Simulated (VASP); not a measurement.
# CrO2 (P-6m2) in VASP: single point with PBE+D3(BJ)

Aim: the single point of CrO2 with PBE+D3(BJ).

Program: VASP 6.6.1. These are calculated values, not measurements. Logs are shortened: lines on timing, memory, paths and dates and some standing lists are left out, and cuts for length are marked.

### 1 The cell of the first run

It takes space group P-6m2 (No. 187, hexagonal). The conventional cell has a = 2.609 Å, b = 2.609 Å, c = 5.263 Å, α = 90.00°, β = 90.00°, γ = 120.00°. Cr (site symmetry -6m2) has 6 O at 1.90 Å within 2.5 Å. Within 2.5 Å of O (site symmetry 3m) lie 3 Cr at 1.90 Å and 1 O at 2.31 Å.

### 2 Single point, PBE+D3(BJ)

The input, INCAR:

```
PREC = Accurate
ENCUT = 700
EDIFF = 1E-6
ISMEAR = 0
SIGMA = 0.01
LREAL = False
LASPH = True
NELM = 120
ALGO = Normal
ISIF = 2
LWAVE = False
LCHARG = False
GGA = PE
IVDW = 12
NBANDS = 20
GGA_COMPAT = False
```

The input, KPOINTS:

```
regular mesh
0
Gamma
  18 18 8
```

The input, POSCAR:

```
CrO2
1.0
    2.6091929735      0.0000000000      0.0000000000
   -1.3045964868      2.2596273984      0.0000000000
    0.0000000000      0.0000000000      5.2634679497
Cr O
1 2
Direct
    0.0000000000      0.0000000000      0.0000000000
    0.3333333333      0.6666666667      0.2196786648
    0.3333333333      0.6666666667      0.7803213352
```

Potentials or basis: VASP PAW PBE potentials, release 64 (Cr_sv, O).

Launch:

```
$ cat potpaw_PBE.64/Cr_sv/POTCAR potpaw_PBE.64/O/POTCAR > POTCAR
$ mpirun -np 1 vasp_std > vasp.out
```

OUTCAR:

```text
PREC = Accurate
   ENCUT = 700
   EDIFF = 1E-6
   ISMEAR = 0
   LREAL = False
   LASPH = True
   NELM = 120
   ISIF = 2
   GGA = PE
   IVDW = 12
 IVDW          = 12

 ion  position               nearest neighbor table
   1  0.000  0.000  0.000-   2 1.90   3 1.90   2 1.90   3 1.90   2 1.90   3 1.90
   2  0.333  0.667  0.220-   1 1.90   1 1.90   1 1.90
   3  0.333  0.667  0.780-   1 1.90   1 1.90   1 1.90

  LATTYP: Found a hexagonal cell.
 ALAT       =     2.6091929735
 C/A-ratio  =     2.0172781405

  Lattice vectors:

 A1 = (   2.6091929735,   0.0000000000,   0.0000000000)
 A2 = (  -1.3045964868,   2.2596273984,   0.0000000000)
 A3 = (   0.0000000000,   0.0000000000,   5.2634679497)

Analysis of symmetry for initial positions (statically):
=====================================================================
 Subroutine PRICEL returns:
 Original cell was already a primitive cell.

 Routine SETGRP: Setting up the symmetry group for a
 hexagonal supercell.

 Subroutine GETGRP returns: Found 12 space group operations
 (whereof 12 operations were pure point group operations)
 out of a pool of 24 trial point group operations.

The static configuration has the point symmetry D_3h.

Analysis of symmetry for dynamics (positions and initial velocities):
=====================================================================
 Subroutine PRICEL returns:
 Original cell was already a primitive cell.

 Routine SETGRP: Setting up the symmetry group for a
 hexagonal supercell.

 Subroutine GETGRP returns: Found 12 space group operations
 (whereof 12 operations were pure point group operations)
 out of a pool of 24 trial point group operations.

The dynamic configuration has the point symmetry D_3h.

 Subroutine INISYM returns: Found 12 space group operations
 (whereof 12 operations are pure point group operations),
 and found     1 'primitive' translations

----------------------------------------------------------------------------------------

                                     Primitive cell

  volume of cell :      31.0324

  direct lattice vectors                    reciprocal lattice vectors
     2.609192973  0.000000000  0.000000000     0.383260269  0.221275419  0.000000000
    -1.304596487  2.259627398  0.000000000     0.000000000  0.442550839  0.000000000
     0.000000000  0.000000000  5.263467950     0.000000000  0.000000000  0.189988808

  length of vectors
     2.609192973  2.609192974  5.263467950     0.442550839  0.442550839  0.189988808

  position of ions in fractional coordinates (direct lattice)
     0.000000000  0.000000000  0.000000000
     0.333333333  0.666666667  0.219678665
     0.333333333  0.666666667  0.780321335

  ion indices of the primitive-cell ions
   primitive index   ion index
                 1           1
                 2           2
                 3           3

----------------------------------------------------------------------------------------

 KPOINTS: regular mesh

Automatic generation of k-mesh.
 Grid dimensions read from file:
 generate k-points for:   18   18    8

 Generating k-lattice:

  Cartesian coordinates                     Fractional coordinates (reciprocal lattice)
     0.021292237  0.012293079  0.000000000     0.055555556  0.000000000  0.000000000
     0.000000000  0.024586158  0.000000000     0.000000000  0.055555556  0.000000000
     0.000000000  0.000000000  0.023748601     0.000000000  0.000000000  0.125000000

  Length of vectors
     0.024586158  0.024586158  0.023748601

  Shift w.r.t. Gamma in fractional coordinates (k-lattice)
     0.000000000  0.000000000  0.000000000

 Subroutine IBZKPT returns following result:
 ===========================================

 Found    185 irreducible k-points:

 Following reciprocal coordinates:
            Coordinates               Weight
  0.000000  0.000000  0.000000      1.000000
  0.055556  0.000000  0.000000      6.000000
  0.111111  0.000000  0.000000      6.000000
  0.166667  0.000000  0.000000      6.000000
  0.222222  0.000000  0.000000      6.000000
  0.277778  0.000000  0.000000      6.000000
[... 16 lines left out ...]
  0.333333  0.111111  0.000000     12.000000
  0.388889  0.111111  0.000000     12.000000
 [... further k-points ...]
   k-points           NKPTS =    185   k-points in BZ     NKDIM =    185   number of bands    NBANDS=     20
   number of dos      NEDOS =    301   number of ions     NIONS =      3
   total plane-waves  NPLWV =  27648
   dimension x,y,z NGX =    24 NGY =   24 NGZ =   48
   dimension x,y,z NGXF=    48 NGYF=   48 NGZF=   96
   ions per type =               1   2
   NGX,Y,Z   is equivalent  to a cutoff of  15.29, 15.29, 15.16 a.u.
   NGXF,Y,Z  is equivalent  to a cutoff of  30.58, 30.58, 30.32 a.u.
 SYSTEM =  unknown system
   PREC   = accura    normal or accurate (medium, high low for compatibility)
   ISTART =      0    job   : 0-new  1-cont  2-samecut
   ICHARG =      2    charge: 1-file 2-atom 10-const
   ISPIN  =      1    spin polarized calculation?
   LNONCOLLINEAR =      F non collinear calculations
   LSORBIT =      F    spin-orbit coupling
   LASPH  =      T    aspherical Exc in radial PAW
   ENCUT  =  700.0 eV  51.45 Ry    7.17 a.u.   5.63  5.63 11.35*2*pi/ulx,y,z
   NELM   =    120;   NELMIN=  2; NELMDL= -5     # of ELM steps
   EDIFF  = 0.1E-05   stopping-criterion for ELM
   LREAL  =      F    real-space projection
   EDIFFG = 0.1E-04   stopping-criterion for IOM
   NSW    =      0    number of steps for IOM
   IBRION =     -1    ionic relax: 0-MD 1-quasi-New 2-CG
   NFREE  =      0    steps in history (QN), initial steepest desc. (CG)
   ISIF   =      2    stress and relaxation
   ISYM   =      2    0-nonsym 1-usesym 2-fastsym
   POTIM  = 0.5000    time-step for ionic-motion
   TEBEG  =    0.0;   TEEND  =   0.0 temperature during run
   PSTRESS=    0.0 pullay stress
   NELECT =      26.0000    total number of electrons
   NUPDOWN=      -1.0000    fix difference up-down
   EMIN   =  10.00;   EMAX   =-10.00  energy-range for DOS
   EFERMI =   0.00;   METHOD = LEGACY
   ISMEAR =     0;   SIGMA  =   0.01  broadening in eV -4-tet -1-fermi 0-gaus
   EFERMI_NEDOS =   21; number of points for ismear=-14 and -15
   IALGO  =     38    algorithm
   IMIX   =      4    mixing-type and parameters
     AMIX     =   0.40;   BMIX     =  1.00
     AMIX_MAG =   1.60;   BMIX_MAG =  1.00
  volume/ion in A,a.u.               =      10.34        69.81
  Fermi-wavevector in a.u.,A,eV,Ry     =   1.543338  2.916485 32.407595  2.381891
  Thomas-Fermi vector in A             =   2.649015
   LORBIT       =      0    0 simple, 1 ext, 2 COOP (PROOUT), +10 PAW based schemes
   GGA     = PE    functional components
   LHFCALC =     F    Hartree Fock is set to
   AEXX    =    0.0000 exact exchange contribution
   IVDW    =    12    specifies the selected vdW correction
   LEPSILON=     F    determine dielectric tensor
   LRPA    =     F    only Hartree local field effects (RPA)
 non-spin polarized calculation
 Gauss-broadening in eV      SIGMA  =   0.01
  energy-cutoff  :      700.00
  volume of cell :       31.03
 maximum number of plane-waves:      1330
 NGX is ok and might be reduce to    24
   NGX = 11   NGY = 11   NGZ = 23

 number of electron      26.0000009 magnetization

 Free energy of the ion-electron system (eV)
  ---------------------------------------------------
  ext. energy  EPLUGINS =         0.00000000
  ---------------------------------------------------
  free energy    TOTEN  =       -24.80731478 eV

  energy without entropy =      -24.80731478  energy(sigma->0) =      -24.80731478

 E-fermi :   6.0309     XC(G=0): -11.0793

 val. band max:        5.8723790414   @ k =   0.0000   0.0000   0.5000
 cond. band min:       6.0741138475   @ k =   0.3333   0.3333   0.0000
 fundamental gap:      0.2017348061
 Fermi energy:         6.0309019014

 k-point     1 :       0.0000    0.0000    0.0000
  band No.  band energies     occupation
      1     -67.3860      2.00000
      2     -38.6626      2.00000
      3     -38.4407      2.00000
      4     -38.4407      2.00000
      5     -14.9712      2.00000
      6     -13.0966      2.00000
[... 12 lines left out ...]
     19      16.8018      0.00000
     20      18.6617      0.00000

 k-point     2 :       0.0556    0.0000    0.0000
  band No.  band energies     occupation
      1     -67.3829      2.00000
      2     -38.6585      2.00000
      3     -38.4604      2.00000
      4     -38.4449      2.00000
      5     -14.9254      2.00000
      6     -13.0867      2.00000
[... 12 lines left out ...]
     19      16.8570      0.00000
     20      18.8425      0.00000

 k-point     3 :       0.1111    0.0000    0.0000
  band No.  band energies     occupation
      1     -67.3741      2.00000
      2     -38.6467      2.00000
      3     -38.5168      2.00000
      4     -38.4570      2.00000
      5     -14.7927      2.00000
      6     -13.0577      2.00000
[... 12 lines left out ...]
     19      17.0098      0.00000
     20      19.3461      0.00000

 k-point     4 :       0.1667    0.0000    0.0000
  band No.  band energies     occupation
      1     -67.3606      2.00000
      2     -38.6285      2.00000
      3     -38.6027      2.00000
      4     -38.4754      2.00000
      5     -14.5869      2.00000
      6     -13.0122      2.00000
[... 12 lines left out ...]
     19      17.2246      0.00000
     20      20.0735      0.00000

 k-point     5 :       0.2222    0.0000    0.0000
  band No.  band energies     occupation
      1     -67.3439      2.00000
      2     -38.7069      2.00000
      3     -38.6062      2.00000
      4     -38.4979      2.00000
      5     -14.3301      2.00000
      6     -12.9544      2.00000
[... 12 lines left out ...]
     19      17.4517      0.00000
     20      20.8944      0.00000
[... 353 lines left out ...]
      6     -12.8679      2.00000
[... 12 lines left out ...]
     19      17.6817      0.00000
     20      22.0028      0.00000

 k-point    22 :       0.2778    0.1111    0.0000
  band No.  band energies     occupation
      1     -67.3050      2.00000
      2     -38.9159      2.00000
      3     -38.5810      2.00000
      4     -38.5539      2.00000
      5     -13.7115      2.00000
      6     -12.8065      2.00000
[... 12 lines left out ...]
     19      17.8568      0.00000
     20      22.5435      0.00000

 k-point    23 :       0.3333    0.1111    0.0000
  band No.  band energies     occupation
      1     -67.2921      2.00000
      2     -38.9869      2.00000
      3     -38.6047      2.00000
      4     -38.5366      2.00000
      5     -13.5008      2.00000
      6     -12.7541      2.00000
[... 12 lines left out ...]
     19      18.1998      0.00000
     20      21.9073      0.00000

 k-point    24 :       0.3889    0.1111    0.0000
  band No.  band energies     occupation
      1     -67.2837      2.00000
      2     -39.0330      2.00000
      3     -38.6202      2.00000
      4     -38.5253      2.00000
      5     -13.3611      2.00000
      6     -12.7188      2.00000
[... 12 lines left out ...]
     19      18.7544      0.00000
     20      21.1178      0.00000

 [... further k-points ...]

------------------------ aborting loop because EDIFF is reached ----------------------------------------

 Edisp (eV)   -0.50338

 E8    (eV) :    -0.1783

  FORCE on cell =-STRESS in cart. coord.  units (eV):
  Direction    XX          YY          ZZ          XY          YZ          ZX
  --------------------------------------------------------------------------------------
  -------------------------------------------------------------------------------------
  Total      -0.05950    -0.05950    -0.07568     0.00000     0.00000     0.00000
  in kB      -3.07183    -3.07183    -3.90705     0.00000     0.00000     0.00000
  external pressure =       -3.35 kB  Pullay stress =        0.00 kB

 VOLUME and BASIS-vectors are now :
 -----------------------------------------------------------------------------
  energy-cutoff  :      700.00
  volume of cell :       31.03
      direct lattice vectors                 reciprocal lattice vectors
     2.609192973  0.000000000  0.000000000     0.383260269  0.221275419  0.000000000
    -1.304596487  2.259627398  0.000000000     0.000000000  0.442550839  0.000000000
     0.000000000  0.000000000  5.263467950     0.000000000  0.000000000  0.189988808

 POSITION                                       TOTAL-FORCE (eV/Angst)
 -----------------------------------------------------------------------------------
      0.00000      0.00000      0.00000        -0.000000      0.000000     -0.000000
     -0.00000      1.50642      1.15627         0.000000      0.000000      0.014646
     -0.00000      1.50642      4.10720         0.000000     -0.000000     -0.014646
 -----------------------------------------------------------------------------------
    total drift:                                0.000000     -0.000000     -0.000000

  FREE ENERGIE OF THE ION-ELECTRON SYSTEM (eV)
  ---------------------------------------------------
  free  energy   TOTEN  =       -25.3106902312 eV

  energy  without entropy=      -25.3106902312  energy(sigma->0) =      -25.31069023
```

Run time: 3.9 min. Hardware: 1 thread of AMD EPYC 7R43 (Zen 3), shared host; peak memory 0.26 GiB.

What came out:

```yaml
Free_energy: -25.3107 eV
Pressure: -0.3 GPa
Largest_force: 0.015 eV/Å
Band_gap_on_the_k_mesh: 0.20 eV (least direct gap 1.45 eV)
Dispersion_energy_per_atom: -0.168 eV
```

Forces in eV/Å, atoms in the order of the input:
```
Cr   0.000  0.000  0.000
O    0.000  0.000  0.015
O    0.000  0.000 -0.015
```

Caveat: the run has no spin polarisation, though such a crystal can be magnetic. Spin polarisation is off, so any magnetic state and its effect on volume and gap are missing.
